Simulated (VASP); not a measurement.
Here is a VASP 6.6.1 calculation.

INCAR

```
PREC = Accurate
ENCUT = 520
EDIFF = 1E-6
ISMEAR = 0
SIGMA = 0.05
LREAL = F
LASPH = T
NELM = 60
ALGO = Normal
ISIF = 2
LWAVE = F
LCHARG = T
GGA = CA
LELF = T
LVHAR = T
NBANDS = 18
```

File KPOINTS:

```
Automatic mesh
0
Gamma
  8 1 6
```

Contents of POSCAR:

```
P
1.0
    3.2837277200      0.0000000000      0.0000000000
    0.0000000000     34.8570309900      0.0000000000
    0.0000000000      0.0000000000      4.6320847100
P
4
Direct
   -0.0596951011      0.9702614300      0.6298420349
    0.0000000000      0.0297385700      0.4078492800
    0.5000000000      0.0297385700      0.0921507200
    0.5000000000      0.9702614300      0.9078492800
```

Potentials or basis: VASP PAW LDA potentials, release 64 (P).

Launch:

```console
$ cat potpaw_LDA.64/P/POTCAR > POTCAR
$ mpirun -np 1 vasp_std > vasp.out
```

(1) Estimate the largest force.

(2) Estimate the band gap on the k mesh.

Results:

(1) 5.253 eV/Å.

(2) 0.54 eV (least direct gap 0.64 eV).

Caveat: the cell differs from its parent crystal (atom 1 (P) moved +0.263 Å towards its neighbour atom 4 (P) at 2.199 Å); there is no dipole correction, which matters where the two faces differ.
